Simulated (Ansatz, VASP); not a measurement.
## Al in VASP and in Ansatz

Contents of INCAR:

```
  PREC = Accurate
  ENCUT = 600
  EDIFF = 1E-6
  ISMEAR = 0
  SIGMA = 0.1
  LREAL = False
  LASPH = True
  NELM = 60
  ALGO = Normal
  ISIF = 3
  LWAVE = False
  LCHARG = False
  GGA = PE
  IBRION = 2
  NSW = 100
  EDIFFG = -0.005
```

KPOINTS

```
regular mesh
0
Gamma
  18 18 10
```

File POSCAR:

```
Al
1.0
    2.8635070000      0.0000000000      0.0000000000
   -1.4317530000      2.4798700000      0.0000000000
    0.0000000000      0.0000000000      4.6760870000
Al
2
Direct
    0.0000000000      0.0000000000      0.0000000000
    0.3333333300      0.6666666700      0.5000000000
```

Input for Ansatz:

```yaml
crystal:
  lattice:
    - [2.863507, 0.0, 0.0]
    - [-1.431753, 2.47987, 0.0]
    - [0.0, 0.0, 4.676087]
  atoms:
    - { symbol: Al, position: [0.0, 0.0, 0.0] }
    - { symbol: Al, position: [0.33333333, 0.66666667, 0.5] }
basis:
  ecutwfc: 420
kpoints:
  mp_grid: { grid: [18, 18, 10] }
hamiltonian:
  xc: pbe
scf:
  occupations: { method: gaussian, width: 0.1 }
output:
  forces: true
  stress: true
  eigenvalues: true
relax:
  adjacent_minimum: "off"
  f_tol: 0.005
  max_steps: 80
  cell: { stress_tol: 0.05 }
```

Alike in both runs: task relaxation of cell and atoms; functional PBE; k mesh 18 × 18 × 10; occupations gaussian, width 0.1 eV; no spin polarisation.

|  | VASP | Ansatz |
| --- | --- | --- |
| version | VASP 6.6.1 | Ansatz 0.2.0 |
| potentials or method | VASP PAW PBE potentials, release 64 (Al), cutoff 600 eV | scalar-relativistic, plane waves, PAW |
| valence electrons in the cell | 6 | 6 |

```csv
,VASP,Ansatz,Ansatz less VASP
"gap on the k mesh at the Fermi level, each at its own relaxed structure (eV)",none,none,-
relaxed volume (Å³/atom),16.64,16.64,+0.004
relaxed length of the cell vector where the two differ most in proportion (Å),4.669,4.667,-0.0014
```

A gap of «none» marks a metal or a gap that the smearing closes.
